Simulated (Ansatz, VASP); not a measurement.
Two plane-wave programs on KTaO3

File POSCAR:

```
KTaO3
1.0
    4.0880075000      0.0000000000      0.0000000000
    0.0000000000      4.0880075000      0.0000000000
    0.0000000000      0.0000000000      4.0880075000
K Ta O
1 1 3
Direct
    0.5000000000      0.5000000000      0.5000000000
    0.0000000000      0.0000000000      0.0000000000
    0.5000000000      0.0000000000      0.0000000000
    0.0000000000      0.5000000000      0.0000000000
    0.0000000000      0.0000000000      0.5000000000
```

The input INCAR.step1:

```
ALGO = Normal
EDIFF = 1E-4
ENCUT = 520
GGA = PE
ISMEAR = 0
LASPH = True
LCHARG = False
LREAL = False
LWAVE = True
NBANDS = 27
NELM = 60
PREC = Accurate
SIGMA = 0.05
```

File INCAR.step2:

```
ALGO = Normal
EDIFF = 1E-6
ENCUT = 520
ISIF = 2
ISMEAR = 0
ISTART = 1
LASPH = True
LCHARG = False
LMIXTAU = True
LREAL = False
LWAVE = False
METAGGA = R2SCAN
NBANDS = 27
NELM = 60
PREC = Accurate
SIGMA = 0.05
```

The input KPOINTS:

```
k-points
0
Gamma
  6 6 6
```

Input for Ansatz:

```yaml
crystal:
  lattice:
    - [4.0880075, 0.0, 0.0]
    - [0.0, 4.0880075, 0.0]
    - [0.0, 0.0, 4.0880075]
  atoms:
    - { symbol: K, position: [0.5, 0.5, 0.5] }
    - { symbol: Ta, position: [0.0, 0.0, 0.0] }
    - { symbol: O, position: [0.5, 0.0, 0.0] }
    - { symbol: O, position: [0.0, 0.5, 0.0] }
    - { symbol: O, position: [0.0, 0.0, 0.5] }
basis:
  ecutwfc: 500
kpoints:
  mp_grid: { grid: [6, 6, 6] }
hamiltonian:
  xc: r2scan
scf:
  occupations: { method: gaussian, width: 0.05 }
output:
  forces: true
  stress: true
  eigenvalues: true
```

Change from the starting cell: strain +0.025 along x and y, +0.025 along z, atoms carried along.

Alike in both runs: task single point; functional r2SCAN; k mesh 6 × 6 × 6; occupations gaussian, width 0.05 eV; no spin polarisation.

|  | VASP | Ansatz |
| --- | --- | --- |
| version | VASP 6.6.1 | Ansatz 0.2.0 |
| potentials or method | VASP PAW PBE potentials, release 64 (K_sv, Ta_pv, O), cutoff 520 eV | scalar-relativistic, plane waves, PAW |
| valence electrons in the cell | 38 | 40 |

|  | VASP | Ansatz | Ansatz less VASP |
| --- | --- | --- | --- |
| gap on the k mesh at the Fermi level (eV) | 2.40 | 2.43 | +0.026 |
| least direct gap on the mesh (eV) | 3.07 | 3.09 | +0.017 |
| pressure (GPa) | -12.3 | -12.9 | -0.64 |

VASP's potentials were made for PBE, not for r2SCAN. The functional is the same, so the differences come from potentials, cutoffs and numerics. VASP's potentials hold 38 valence electrons a cell and Ansatz's 40, so a difference there can come from the potentials and not from the codes.

Neither program's run includes spin-orbit coupling.
